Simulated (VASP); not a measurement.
A run of VASP 6.6.1 is set up as follows.

File INCAR:

```
SYSTEM = Ni
PREC = Accurate
ENCUT = 520
EDIFF = 1E-7
ISMEAR = 0
SIGMA = 0.1
LREAL = .False.
LASPH = .True.
NELM = 150
ALGO = Normal
ISIF = 2
LWAVE = .False.
LCHARG = .False.
ISPIN = 2
MAGMOM = 0.64
LORBIT = 11
LMAXMIX = 4
GGA = PE
NBANDS = 15
```

KPOINTS

```
regular mesh
0
Gamma
  22 22 22
  0 0 0
```

The input POSCAR:

```
Ni
1.0
   -1.3860950103      1.3860950103      1.3860950103
    1.3860950103     -1.3860950103      1.3860950103
    1.3860950103      1.3860950103     -1.3860950103
Ni
1
Direct
    0.0000000000      0.0000000000      0.0000000000
```

Potentials or basis: VASP PAW PBE potentials, release 64 (Ni).

Command:

```console
$ cat potpaw_PBE.64/Ni/POTCAR > POTCAR
$ mpirun -np 1 vasp_std > vasp.out
```

Q: What does it give for the net moment?

A: 0.53 μB per cell.

Q: What does it give for the site moments?

A: Ni +0.53 μB.
